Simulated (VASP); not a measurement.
# ZnS (F-43m) in VASP: vibrations by perturbation theory with PBEsol

Aim: the vibrations by perturbation theory of ZnS with PBEsol.

Program: VASP 6.6.1. These are calculated values, not measurements. Logs are shortened: lines on timing, memory, paths and dates and some standing lists are left out, and cuts for length are marked.

## Step 1: The cell of the first run

It takes space group F-43m (No. 216, cubic). Conventional cell: a = 5.356 Å, b = 5.356 Å, c = 5.356 Å, α = 90.00°, β = 90.00°, γ = 90.00°. Zn (site symmetry -43m) has 4 S at 2.32 Å within 3.1 Å. Within 3.1 Å of S (site symmetry -43m) lie 4 Zn at 2.32 Å.

## Step 2: Vibrations by perturbation theory, PBEsol

The input, INCAR:

```
SYSTEM = ZnS
PREC = Accurate
ENCUT = 520
EDIFF = 1E-8
ISMEAR = 0
SIGMA = 0.01
LREAL = .False.
LASPH = .True.
NELM = 80
ALGO = Normal
ISIF = 2
LWAVE = .False.
LCHARG = .False.
GGA = PS
IBRION = 8
NSW = 1
LEPSILON = .True.
```

The input, KPOINTS:

```
regular mesh
0
Gamma
  6 6 6
  0 0 0
```

The input, POSCAR:

```
ZnS
1.0
    0.0000000000      2.6780746436      2.6780746436
    2.6780746436      0.0000000000      2.6780746436
    2.6780746436      2.6780746436      0.0000000000
Zn S
1 1
Direct
    0.0000000000      0.0000000000      0.0000000000
    0.2500000000      0.2500000000      0.2500000000
```

Potentials or basis: VASP PAW PBE potentials, release 64 (Zn, S).

The run is started by

```console
cat potpaw_PBE.64/Zn/POTCAR potpaw_PBE.64/S/POTCAR > POTCAR
mpirun -np 1 vasp_std > vasp.out
```

OUTCAR:

```text
SYSTEM = ZnS
   PREC = Accurate
   ENCUT = 520
   EDIFF = 1E-8
   ISMEAR = 0
   LREAL = .False.
   LASPH = .True.
   NELM = 80
   ISIF = 2
   GGA = PS
   IBRION = 8
   NSW = 1
   LEPSILON = .True.

 ion  position               nearest neighbor table
   1  0.000  0.000  0.000-   2 2.32   2 2.32   2 2.32   2 2.32
   2  0.250  0.250  0.250-   1 2.32   1 2.32   1 2.32   1 2.32

  LATTYP: Found a face centered cubic cell.
 ALAT       =     5.3561492872

  Lattice vectors:

 A1 = (   0.0000000000,   2.6780746436,   2.6780746436)
 A2 = (   2.6780746436,   0.0000000000,   2.6780746436)
 A3 = (   2.6780746436,   2.6780746436,   0.0000000000)

Analysis of symmetry for initial positions (statically):
=====================================================================
 Subroutine PRICEL returns:
 Original cell was already a primitive cell.

 Routine SETGRP: Setting up the symmetry group for a
 face centered cubic supercell.

 Subroutine GETGRP returns: Found 24 space group operations
 (whereof 24 operations were pure point group operations)
 out of a pool of 48 trial point group operations.

The static configuration has the point symmetry T_d .

Analysis of symmetry for dynamics (positions and initial velocities):
=====================================================================
 Subroutine PRICEL returns:
 Original cell was already a primitive cell.

 Routine SETGRP: Setting up the symmetry group for a
 face centered cubic supercell.

 Subroutine GETGRP returns: Found 24 space group operations
 (whereof 24 operations were pure point group operations)
 out of a pool of 48 trial point group operations.

The dynamic configuration has the point symmetry T_d .

 Subroutine INISYM returns: Found 24 space group operations
 (whereof 24 operations are pure point group operations),
 and found     1 'primitive' translations

----------------------------------------------------------------------------------------

                                     Primitive cell

  volume of cell :      38.4148

  direct lattice vectors                    reciprocal lattice vectors
     0.000000000  2.678074644  2.678074644    -0.186701293  0.186701293  0.186701293
     2.678074644  0.000000000  2.678074644     0.186701293 -0.186701293  0.186701293
     2.678074644  2.678074644  0.000000000     0.186701293  0.186701293 -0.186701293

  length of vectors
     3.787369482  3.787369482  3.787369482     0.323376126  0.323376126  0.323376126

  position of ions in fractional coordinates (direct lattice)
     0.000000000  0.000000000  0.000000000
     0.250000000  0.250000000  0.250000000

  ion indices of the primitive-cell ions
   primitive index   ion index
                 1           1
                 2           2

----------------------------------------------------------------------------------------

 KPOINTS: regular mesh

Automatic generation of k-mesh.
 Grid dimensions read from file:
 generate k-points for:    6    6    6

 Generating k-lattice:

  Cartesian coordinates                     Fractional coordinates (reciprocal lattice)
[... 394 lines left out ...]
  ---------------------------------------------------
  ---------------------------------------------------
  free energy    TOTEN  =        -0.62574215 eV

  energy without entropy =       -0.62574215

------------------------ aborting loop because EDIFF is reached ----------------------------------------

--------------------------------------- Ionic step        2  -------------------------------------------

------------------------ aborting loop because EDIFF is reached ----------------------------------------

--------------------------------------- Ionic step        3  -------------------------------------------

------------------------ aborting loop because EDIFF is reached ----------------------------------------

 PIEZOELECTRIC TENSOR FIELD DIRECTION 3  (e Angst)
 -----------------------------------------------------------------------------
     0.00015 -1.63348  0.00000           (  0.00000  0.02712  0.00000)
    -1.63348  0.00015  0.00000           (  0.02712  0.00000  0.00000)
     0.00000  0.00000 -0.00116           (  0.00000  0.00000 -0.00000)

 PIEZOELECTRIC TENSOR FIELD DIRECTION 3  (C/m^2)
 -----------------------------------------------------------------------------
     0.00006 -0.68128  0.00000
    -0.68128  0.00006  0.00000
     0.00000  0.00000 -0.00048

--------------------------------------- Ionic step        4  -------------------------------------------

------------------------ aborting loop because EDIFF is reached ----------------------------------------

[... ionic steps 5 to 6 ...]

--------------------------------------- Ionic step        7  -------------------------------------------

 Free energy of the ion-electron system (eV)
  ---------------------------------------------------
  ---------------------------------------------------
  free energy    TOTEN  =        -0.10485250 eV

  energy without entropy =       -0.10485250

------------------------ aborting loop because EDIFF is reached ----------------------------------------

 INTERNAL STRAIN TENSOR  FOR ION    2  DIRECTION 1   (eV/Angst):
 -----------------------------------------------------------------------------
     0.01389  0.00000  0.00000
     0.00000  0.00504 -5.98595
     0.00000 -5.98595  0.00504

 MACROSCOPIC STATIC DIELECTRIC TENSOR (including local field effects in DFT)
 ------------------------------------------------------
           6.527706     0.000000    -0.000000
          -0.000000     6.527706     0.000000
           0.000000     0.000000     6.527706
 ------------------------------------------------------

 PIEZOELECTRIC TENSOR (including local field effects)  for field in x, y, z        (e  Angst)
          XX          YY          ZZ          XY          YZ          ZX
  --------------------------------------------------------------------------------
  x    -0.00000     0.00000     0.00000     0.00000    -1.65778    -0.00000
  y    -0.00000     0.00000    -0.00000    -0.00000     0.00000    -1.65778
  z     0.00000     0.00000     0.00000    -1.65778    -0.00000     0.00000

 PIEZOELECTRIC TENSOR (including local field effects)  for field in x, y, z        (C/m^2)
          XX          YY          ZZ          XY          YZ          ZX
  --------------------------------------------------------------------------------
  x    -0.00000     0.00000     0.00000     0.00000    -0.69142    -0.00000
  y    -0.00000     0.00000    -0.00000    -0.00000     0.00000    -0.69142
  z     0.00000     0.00000     0.00000    -0.69142    -0.00000     0.00000

 BORN EFFECTIVE CHARGES (including local field effects) (in |e|, cummulative output)
 ---------------------------------------------------------------------------------
 ion    1
    1     2.02452    -0.00000     0.00000
    2    -0.00000     2.02452    -0.00000
    3    -0.00000     0.00000     2.02452
 ion    2
    1    -2.02452     0.00000     0.00000
    2     0.00000    -2.02452     0.00000
    3     0.00000    -0.00000    -2.02452

 INTERNAL STRAIN TENSOR FOR ION    2 for displacements in x,y,z  (eV/Angst):
          X           Y           Z          XY          YZ          ZX
  --------------------------------------------------------------------------------
  x     0.00000     0.00000     0.00000     0.00000    -5.98595     0.00000
  y    -0.00000     0.00000    -0.00000     0.00000     0.00000    -5.98595
  z     0.00000     0.00000     0.00000    -5.98595     0.00000     0.00000

 SECOND DERIVATIVES (NOT SYMMETRIZED)
 ------------------------------------
               1X          1Y          1Z          2X          2Y          2Z
  1X    -6.216215    0.000000    0.000000    6.216215    0.000000    0.000000
  1Y     0.000000   -6.216215    0.000000    0.000000    6.216215    0.000000
  1Z     0.000000    0.000000   -6.216215    0.000000    0.000000    6.216215
  2X     6.182004    0.000000    0.000000   -6.182004    0.000000    0.000000
  2Y     0.000000    6.182004    0.000000    0.000000   -6.182004    0.000000
  2Z     0.000000    0.000000    6.182004    0.000000    0.000000   -6.182004

 Eigenvectors and eigenvalues of the dynamical matrix
 ----------------------------------------------------

   1 f  =    8.387586 THz    52.700757 2PiTHz  279.779751 cm-1    34.688253 meV
             X         Y         Z           dx          dy          dz
      0.000000  0.000000  0.000000     0.000000    0.000000   -0.574674
      1.339037  1.339037  1.339037     0.000000    0.000000    0.818382
[... 21 lines left out ...]
   6 f/i=    0.010885 THz     0.068392 2PiTHz    0.363083 cm-1     0.045016 meV
             X         Y         Z           dx          dy          dz
      0.000000  0.000000  0.000000     0.032853   -0.370871   -0.728783
      1.339037  1.339037  1.339037     0.023069   -0.260429   -0.511757

--------------------------------------------------------------------------------------------------------

 MACROSCOPIC STATIC DIELECTRIC TENSOR IONIC CONTRIBUTION
 ------------------------------------------------------
           3.114455    -0.000000    -0.000000
          -0.000000     3.114455    -0.000000
          -0.000000    -0.000000     3.114455
 ------------------------------------------------------

 ELASTIC MODULI CONTR FROM IONIC RELAXATION (kBar)
 Direction    XX          YY          ZZ          XY          YZ          ZX
 --------------------------------------------------------------------------------
 XX          -0.0000     -0.0000     -0.0000      0.0000      0.0000     -0.0000
 YY          -0.0000     -0.0000      0.0000      0.0000      0.0000      0.0000
 ZZ          -0.0000      0.0000     -0.0000      0.0000      0.0000     -0.0000
 XY           0.0000      0.0000      0.0000   -240.7165      0.0000      0.0000
 YZ           0.0000      0.0000      0.0000      0.0000   -240.7165      0.0000
 ZX          -0.0000      0.0000     -0.0000      0.0000      0.0000   -240.7165
 --------------------------------------------------------------------------------

 PIEZOELECTRIC TENSOR IONIC CONTR  for field in x, y, z        (C/m^2)
          XX          YY          ZZ          XY          YZ          ZX
  --------------------------------------------------------------------------------
  x    -0.00000    -0.00000    -0.00000     0.00000     0.81473    -0.00000
  y     0.00000    -0.00000     0.00000    -0.00000    -0.00000     0.81473
  z    -0.00000    -0.00000    -0.00000     0.81473    -0.00000     0.00000
```

Run time: 4.8 min. Hardware: 1 thread of AMD EPYC 7R13, shared host; peak memory 0.18 GiB.

What came out:

```
Electronic dielectric tensor (diagonal)                 : 6.53
Born charges (mean of the diagonal)                     : Zn +2.02; S -2.02 e
Highest phonon frequency at Γ, LO-TO splitting left out : 280 cm⁻¹
```

Phonon frequencies in cm⁻¹ (negative: imaginary):
```csv
q point,frequencies
"(0.000, 0.000, 0.000)",0 0 0 280 280 280
```

Electronic dielectric tensor:
```
6.53 0.00 0.00
0.00 6.53 0.00
0.00 0.00 6.53
```

Born effective charge tensors (e):
atom 1, Zn
```
2.02 0.00 0.00
0.00 2.02 0.00
0.00 0.00 2.02
```
atom 2, S
```
-2.02  0.00  0.00
 0.00 -2.02  0.00
 0.00  0.00 -2.02
```
